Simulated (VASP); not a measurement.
Here is a VASP 6.6.1 calculation.

File INCAR:

```
ALGO = Normal ; EDIFF = 1E-8
ENCUT = 600 ; IBRION = 6
ISIF = 3 ; ISMEAR = -1
LASPH = T ; LCHARG = F
LREAL = F ; LWAVE = F
NBANDS = 10 ; NELM = 60
NFREE = 2 ; NSW = 1
POTIM = 0.015 ; PREC = Accurate
SIGMA = 0.15
```

File KPOINTS:

```
k-points
0
Gamma
  14 14 14
```

POSCAR

```
Na
1.0
   -2.0293980835      2.0293980835      2.0293980835
    2.0293980835     -2.0293980835      2.0293980835
    2.0293980835      2.0293980835     -2.0293980835
Na
1
Direct
    0.0000000000      0.0000000000      0.0000000000
```

Potentials or basis: VASP PAW LDA potentials, release 64 (Na_pv).

Run with:

```bash
$ cat potpaw_LDA.64/Na_pv/POTCAR > POTCAR
$ mpirun -np 1 vasp_std > vasp.out
```

(1) What does it give for the elastic constants C11, C12, C44?

(2) Predict the Voigt bulk modulus.

Answers

(1) 10, 8, 7 GPa.

(2) 9 GPa.
